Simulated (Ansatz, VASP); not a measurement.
**In2BiP in VASP and in Ansatz**

INCAR

```
PREC = Accurate ; ENCUT = 520
EDIFF = 1E-6 ; ISMEAR = 1
SIGMA = 0.2 ; LREAL = F
LASPH = T ; NELM = 100
ALGO = Normal ; ISIF = 2
LWAVE = F ; LCHARG = T
GGA = PE ; LELF = T
LVHAR = T ; NBANDS = 31
```

The input KPOINTS:

```
Automatic mesh
0
Gamma
  4 4 4
```

Contents of POSCAR:

```
In2BiP
1.0
    4.4589491330      0.0000000000      0.0000000000
    0.0000000000      4.4589491330      0.0000000000
    0.0000000000      0.0000000000      6.3674688686
P In Bi
1 2 1
Direct
    0.0000000000      0.0000000000      0.0000000000
    0.0000000000      0.5000000000      0.7814218993
    0.5000000000      0.0000000000      0.2185781007
    0.5000000000      0.5000000000      0.5000000000
```

Input for Ansatz:

```yaml
crystal:
  lattice:
    - [4.458949133, 0.0, 0.0]
    - [0.0, 4.458949133, 0.0]
    - [0.0, 0.0, 6.3674688686]
  atoms:
    - { symbol: P, position: [0.0, 0.0, 0.0] }
    - { symbol: In, position: [0.0, 0.5, 0.7814218993] }
    - { symbol: Bi, position: [0.5, 0.5, 0.5] }
    - { symbol: In, position: [0.5, 0.0, 0.2185781007] }
kpoints:
  mp_grid: { grid: [4, 4, 4] }
hamiltonian:
  xc: pbe
scf:
  occupations: { method: methfessel_paxton, width: 0.2 }
  n_extra_bands: 5
output:
  forces: true
  stress: true
  eigenvalues: true
```

Alike in both runs: task single point; functional PBE; k mesh 4 × 4 × 4; occupations methfessel-paxton of order 1, width 0.2 eV; no spin polarisation.

|  | VASP | Ansatz |
| --- | --- | --- |
| version | VASP 6.6.1 | Ansatz 0.2.0 |
| potentials or method | VASP PAW PBE potentials, release 64 (P, In_d, Bi_d) | plane waves |
| plane-wave cutoff (eV) | 520 | 420 |
| valence electrons in the cell | 46 | 46 |

|  | VASP | Ansatz | Ansatz less VASP |
| --- | --- | --- | --- |
| pressure (GPa) | 1.7 | 1.7 | +0.04 |
| rms of the force components (eV/Å) | 0.032 | 0.032 | +0.0002 |

Spin-orbit coupling is off throughout.
